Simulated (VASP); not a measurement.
# ScH3Br2 (P6/mmm) in VASP: further runs

Runs on ScH3Br2. Level: PBE. Tasks: single point, relaxation of cell and atoms.

Program: VASP 6.6.1. These are calculated values, not measurements. Logs are shortened: lines on timing, memory, paths and dates and some standing lists are left out, and cuts for length are marked.

## (1) The cell of the first run

It takes space group P6/mmm (No. 191, hexagonal). The conventional cell has a = 5.047 Å, b = 5.047 Å, c = 3.863 Å, α = 90.00°, β = 90.00°, γ = 120.00°. Within 3.8 Å of Sc (site symmetry 6/mmm) lie 6 Br at 2.91 Å and 12 H at 3.18 Å. H (site symmetry mmm) has 4 Br at 2.42 Å and 4 H at 2.52 Å and 4 Sc at 3.18 Å within 3.2 Å. Within 3.2 Å of Br (site symmetry -6m2) lie 6 H at 2.42 Å and 3 Br at 2.91 Å and 3 Sc at 2.91 Å.

## (2) Single point, PBE

Input file INCAR:

```
SYSTEM = ScH3Br2
  PREC = Accurate
  ENCUT = 520
  EDIFF = 1E-6
  ISMEAR = 0
  SIGMA = 0.1
  LREAL = .FALSE.
  LASPH = .TRUE.
  NELM = 100
  ALGO = Normal
  ISIF = 2
  LWAVE = .FALSE.
  LCHARG = .FALSE.
  GGA = PE
  NBANDS = 23
```

Input file KPOINTS:

```
Automatic mesh
0
G
  3 3 6
  0 0 0
```

Input file POSCAR:

```
ScH3Br2
1.0
    5.0472873893     -0.0000000024      0.0000000000
   -2.5236436926      4.3710791005      0.0000000000
    0.0000000000      0.0000000000      3.8630321526
Sc H Br
1 3 2
Direct
    0.0000000000      0.0000000000      0.0000000000
    0.5000000000      0.0000000000      0.5000000000
    0.5000000000      0.5000000000      0.5000000000
    0.0000000000      0.5000000000      0.5000000000
    0.3333333333      0.6666666667      0.0000000000
    0.6666666667      0.3333333333      0.0000000000
```

Potentials or basis: VASP PAW PBE potentials, release 64 (Sc_sv, H, Br).

Started as:

```
> cat potpaw_PBE.64/Sc_sv/POTCAR potpaw_PBE.64/H/POTCAR potpaw_PBE.64/Br/POTCAR > POTCAR
> mpirun -np 1 vasp_std > vasp.out
```

OUTCAR:

```text
SYSTEM = ScH3Br2
   PREC = Accurate
   ENCUT = 520
   EDIFF = 1E-6
   ISMEAR = 0
   LREAL = .FALSE.
   LASPH = .TRUE.
   NELM = 100
   ISIF = 2
   GGA = PE

 ion  position               nearest neighbor table
   1  0.000  0.000  0.000-   5 2.91   6 2.91   5 2.91   6 2.91   6 2.91   5 2.91
   2  0.500  0.000  0.500-
   3  0.500  0.500  0.500-
   4  0.000  0.500  0.500-
   5  0.333  0.667  0.000-   1 2.91   1 2.91   1 2.91
   6  0.667  0.333  0.000-   1 2.91   1 2.91   1 2.91

  LATTYP: Found a hexagonal cell.
 ALAT       =     5.0472873893
 C/A-ratio  =     0.7653679798

  Lattice vectors:

 A1 = (   5.0472873893,  -0.0000000024,   0.0000000000)
 A2 = (  -2.5236436926,   4.3710791005,   0.0000000000)
 A3 = (   0.0000000000,   0.0000000000,   3.8630321526)

Analysis of symmetry for initial positions (statically):
=====================================================================
 Subroutine PRICEL returns:
 Original cell was already a primitive cell.

 Routine SETGRP: Setting up the symmetry group for a
 hexagonal supercell.

 Subroutine GETGRP returns: Found 24 space group operations
 (whereof 24 operations were pure point group operations)
 out of a pool of 24 trial point group operations.

The static configuration has the point symmetry D_6h.

Analysis of symmetry for dynamics (positions and initial velocities):
=====================================================================
 Subroutine PRICEL returns:
 Original cell was already a primitive cell.

 Routine SETGRP: Setting up the symmetry group for a
 hexagonal supercell.

 Subroutine GETGRP returns: Found 24 space group operations
 (whereof 24 operations were pure point group operations)
 out of a pool of 24 trial point group operations.

The dynamic configuration has the point symmetry D_6h.

 Subroutine INISYM returns: Found 24 space group operations
 (whereof 24 operations are pure point group operations),
 and found     1 'primitive' translations

----------------------------------------------------------------------------------------

                                     Primitive cell

  volume of cell :      85.2266

[... 81 lines left out ...]
   ENCUT  =  520.0 eV  38.22 Ry    6.18 a.u.   9.38  9.38  7.18*2*pi/ulx,y,z
   NELM   =    100;   NELMIN=  2; NELMDL= -5     # of ELM steps
   EDIFF  = 0.1E-05   stopping-criterion for ELM
   LREAL  =      F    real-space projection
   EDIFFG = 0.1E-04   stopping-criterion for IOM
   NSW    =      0    number of steps for IOM
   IBRION =     -1    ionic relax: 0-MD 1-quasi-New 2-CG
   NFREE  =      0    steps in history (QN), initial steepest desc. (CG)
   ISIF   =      2    stress and relaxation
   ISYM   =      2    0-nonsym 1-usesym 2-fastsym
   POTIM  = 0.5000    time-step for ionic-motion
   TEBEG  =    0.0;   TEEND  =   0.0 temperature during run
   PSTRESS=    0.0 pullay stress
   NELECT =      28.0000    total number of electrons
   NUPDOWN=      -1.0000    fix difference up-down
   EMIN   =  10.00;   EMAX   =-10.00  energy-range for DOS
   EFERMI =   0.00;   METHOD = LEGACY
   ISMEAR =     0;   SIGMA  =   0.10  broadening in eV -4-tet -1-fermi 0-gaus
   EFERMI_NEDOS =   21; number of points for ismear=-14 and -15
   IALGO  =     38    algorithm
   IMIX   =      4    mixing-type and parameters
     AMIX     =   0.40;   BMIX     =  1.00
     AMIX_MAG =   1.60;   BMIX_MAG =  1.00
  volume/ion in A,a.u.               =      14.20        95.86
  Fermi-wavevector in a.u.,A,eV,Ry     =   1.129629  2.134689 17.361873  1.276062
  Thomas-Fermi vector in A             =   2.266323
   LORBIT       =      0    0 simple, 1 ext, 2 COOP (PROOUT), +10 PAW based schemes
   GGA     = PE    functional components
   LHFCALC =     F    Hartree Fock is set to
   AEXX    =    0.0000 exact exchange contribution
   IVDW    =     0    specifies the selected vdW correction
   LEPSILON=     F    determine dielectric tensor
   LRPA    =     F    only Hartree local field effects (RPA)
 non-spin polarized calculation
 Gauss-broadening in eV      SIGMA  =   0.10
  energy-cutoff  :      520.00
  volume of cell :       85.23
 maximum number of plane-waves:      2318
 NGX is ok and might be reduce to    40
   NGX = 19   NGY = 19   NGZ = 15

 number of electron      27.9999999 magnetization

 Free energy of the ion-electron system (eV)
  ---------------------------------------------------
  ext. energy  EPLUGINS =         0.00000000
  ---------------------------------------------------
  free energy    TOTEN  =       -15.62864074 eV

  energy without entropy =      -15.61294700  energy(sigma->0) =      -15.62079387

 E-fermi :   3.8224     XC(G=0):  -9.7193

 val. band max:        3.7113875890   @ k =   0.3333   0.0000   0.1667
 cond. band min:       3.8558298048   @ k =   0.3333   0.0000   0.1667
 fundamental gap:      0.1444422158
 Fermi energy:         3.8224246398

 k-point     1 :       0.0000    0.0000    0.0000
  band No.  band energies     occupation
      1     -47.2107      2.00000
      2     -25.8202      2.00000
      3     -25.8202      2.00000
      4     -25.7358      2.00000
      5     -13.6140      2.00000
      6     -11.3206      2.00000
[... 301 lines left out ...]
     22       7.6478      0.00000
     23      13.0483      0.00000

------------------------ aborting loop because EDIFF is reached ----------------------------------------

  FORCE on cell =-STRESS in cart. coord.  units (eV):
  Direction    XX          YY          ZZ          XY          YZ          ZX
  --------------------------------------------------------------------------------------
  -------------------------------------------------------------------------------------
  Total        0.0482485      0.0482485      0.0896317     -0.0000000      0.0000000      0.0000000
  in kB        0.9070256      0.9070256      1.6849902     -0.0000000      0.0000000      0.0000000
  external PRESSURE =       1.1663471 kB  Pullay stress =       0.0000000 kB

 VOLUME and BASIS-vectors are now :
 -----------------------------------------------------------------------------
  energy-cutoff  :      520.00
  volume of cell :       85.23
      direct lattice vectors                 reciprocal lattice vectors
     5.047287389 -0.000000002  0.000000000     0.198126226  0.114388230  0.000000000
    -2.523643693  4.371079101  0.000000000     0.000000000  0.228776459  0.000000000
     0.000000000  0.000000000  3.863032153     0.000000000  0.000000000  0.258864012

 POSITION                                       TOTAL-FORCE (eV/Angst)
 -----------------------------------------------------------------------------------
      0.00000      0.00000      0.00000        -0.000000     -0.000000      0.000000
      2.52364     -0.00000      1.93152        -0.000000     -0.000000      0.000000
      1.26182      2.18554      1.93152         0.000000     -0.000000      0.000000
     -1.26182      2.18554      1.93152         0.000000     -0.000000      0.000000
      0.00000      2.91405      0.00000        -0.000000      0.000000      0.000000
      2.52364      1.45703      0.00000         0.000000     -0.000000     -0.000000
 -----------------------------------------------------------------------------------
    total drift:                                0.000000     -0.000000      0.000000

  FREE ENERGIE OF THE ION-ELECTRON SYSTEM (eV)
  ---------------------------------------------------
  free  energy   TOTEN  =       -15.6286407374 eV

  energy  without entropy=      -15.6129469955  energy(sigma->0) =      -15.62079387
```

OSZICAR:

```text
N       E                     dE             d eps       ncg     rms          rms(c)
DAV:   1     0.236940593375E+03    0.23694E+03   -0.11833E+04   552   0.113E+03
DAV:   2     0.805896192299E+01   -0.22888E+03   -0.21969E+03   552   0.322E+02
DAV:   3    -0.176148302423E+02   -0.25674E+02   -0.24447E+02   812   0.938E+01
DAV:   4    -0.186319267229E+02   -0.10171E+01   -0.97947E+00   699   0.197E+01
DAV:   5    -0.186534787512E+02   -0.21552E-01   -0.21548E-01   729   0.331E+00    0.137E+01
DAV:   6    -0.157350809194E+02    0.29184E+01   -0.60962E+00   692   0.204E+01    0.692E+00
DAV:   7    -0.157424999872E+02   -0.74191E-02   -0.15540E+00   740   0.108E+01    0.505E+00
DAV:   8    -0.159751289589E+02   -0.23263E+00   -0.22743E+00   754   0.100E+01    0.455E+00
DAV:   9    -0.156418154405E+02    0.33331E+00   -0.14310E+00   731   0.981E+00    0.847E-01
DAV:  10    -0.156338519484E+02    0.79635E-02   -0.33997E-02   767   0.106E+00    0.555E-01
DAV:  11    -0.156293400490E+02    0.45119E-02   -0.31976E-02   738   0.136E+00    0.241E-01
DAV:  12    -0.156293289505E+02    0.11098E-04   -0.10036E-02   760   0.717E-01    0.164E-01
DAV:  13    -0.156287195241E+02    0.60943E-03   -0.10104E-03   768   0.241E-01    0.591E-02
DAV:  14    -0.156286404418E+02    0.79082E-04   -0.37132E-04   767   0.146E-01    0.207E-02
DAV:  15    -0.156286414448E+02   -0.10030E-05   -0.76107E-06   594   0.195E-02    0.737E-03
DAV:  16    -0.156286407374E+02    0.70736E-06   -0.24909E-06   581   0.120E-02
   1 F= -.15628641E+02 E0= -.15620794E+02  d E =-.156937E-01
```

It took 36 s on 1 thread of Intel Xeon Platinum 8375C at 2.90GHz (Ice Lake), shared host; peak memory 0.22 GiB.

What came out:

| Item | Value |
| --- | --- |
| Free energy | -15.6286 eV |
| Pressure | 0.1 GPa |
| Band gap on the k mesh | zero (band 14 reaches 4.44 eV, above the bottom of band 15 at 3.01 eV) |

Caveat: the k points lie up to 0.48 Å⁻¹ apart.

## (3) Relaxation of cell and atoms, PBE

This run uses another cell than the first one, of 17.59 Å³/atom, 1.239 times its volume.

Input file INCAR:

```
SYSTEM = ScH3Br2
  ALGO = Normal
  EDIFF = 1E-6
  EDIFFG = -0.04
  ENCUT = 600
  GGA = PE
  IBRION = 2
  ISIF = 3
  ISMEAR = 0
  LASPH = .True.
  LCHARG = .False.
  LREAL = .False.
  LWAVE = .False.
  NELM = 60
  NSW = 90
  PREC = Accurate
  SIGMA = 0.1
```

Input file KPOINTS:

```
k-points
0
Gamma
  3 3 6
  0 0 0
```

Input file POSCAR:

```
ScH3Br2
1.0
    6.0835268300      0.0000000000      0.0000000000
   -3.0417634100      5.2684887800      0.0000000000
    0.0000000000      0.0000000000      3.2934112700
Sc H Br
1 3 2
Direct
    0.0000000000      0.0000000000      0.0000000000
    0.5000000000      0.0000000000      0.5000000000
    0.5000000000      0.5000000000      0.5000000000
    0.0000000000      0.5000000000      0.5000000000
    0.3333333300      0.6666666700      0.0000000000
    0.6666666700      0.3333333300      0.0000000000
```

Potentials or basis: VASP PAW PBE potentials, release 64 (Sc_sv, H, Br).

Started as:

```
> cat potpaw_PBE.64/Sc_sv/POTCAR potpaw_PBE.64/H/POTCAR potpaw_PBE.64/Br/POTCAR > POTCAR
> mpirun -np 1 vasp_std > vasp.out
```

It took 7.7 min on 1 thread of Intel Xeon Platinum 8375C at 2.90GHz (Ice Lake), shared host; peak memory 0.28 GiB.

The run converged. Its results:

- Free energy: -15.6285 eV
- Relaxed volume: 14.27 Å³/atom
- Relaxed cell: a = 5.053 Å, b = 5.053 Å, c = 3.873 Å, α = 90.00°, β = 90.00°, γ = 120.00°
- Space group after relaxing (to 0.05 Å): P6/mmm (No. 191)
- Energy gained by relaxing: 195.3 meV/atom
- Ionic steps: 15
- Pressure after relaxing: -0.1 GPa
- Band gap on the k mesh: zero (band 14 reaches 4.39 eV, above the bottom of band 15 at 2.97 eV)

Step by step:
```tsv
step	energy change (eV)	largest force (eV/Å)	pressure (GPa)	volume (Å³)
1	0.0000	0.0000	-5.84	105.56
2	-0.5383	0.0000	-4.69	95.97
3	-0.8925	0.0000	-1.63	86.38
4	-0.5209	0.0000	14.34	68.58
5	-0.9558	0.0000	0.50	82.14
6	-0.9640	0.0000	1.69	80.17
7	-1.0129	0.0000	0.50	81.65
8	-1.0588	0.0000	-0.49	83.83
9	-1.1400	0.0000	-1.88	87.99
10	-1.1426	0.0000	-2.16	89.75
11	-1.1444	0.0000	-2.03	88.86
12	-1.1594	0.0000	-0.17	86.99
13	-1.1646	0.0000	-0.85	87.60
14	-1.1707	0.0000	-0.39	86.42
15	-1.1721	0.0000	-0.07	85.64
```

Final structure:
```
CELL_PARAMETERS angstrom
5.05292 0.00000 0.00000
-2.52646 4.37596 0.00000
0.00000 0.00000 3.87322
ATOMIC_POSITIONS crystal
Sc 0.00000 0.00000 0.00000
H 0.50000 0.00000 0.50000
H 0.50000 0.50000 0.50000
H 0.00000 0.50000 0.50000
Br 0.33333 0.66667 0.00000
Br 0.66667 0.33333 0.00000
```

Levels at points of the mesh, in eV from the Fermi level:
| k point | band 10 | band 11 | band 12 | band 13 | band 14 | band 15 | band 16 | band 17 | band 18 |
| --- | --- | --- | --- | --- | --- | --- | --- | --- | --- |
| (0.00, 0.00, 0.00) | -3.60 | -3.22 | -3.22 | -2.20 | 0.62 | 0.91 | 0.91 | 1.09 | 1.09 |
| (0.00, 0.00, 0.50) | -3.61 | -2.88 | -2.88 | -1.42 | -1.42 | 0.23 | 0.23 | 1.43 | 2.07 |

Caveat: the k points lie up to 0.48 Å⁻¹ apart in the final cell; the volume moved by over 15 % at a fixed basis, so the end points are rough.
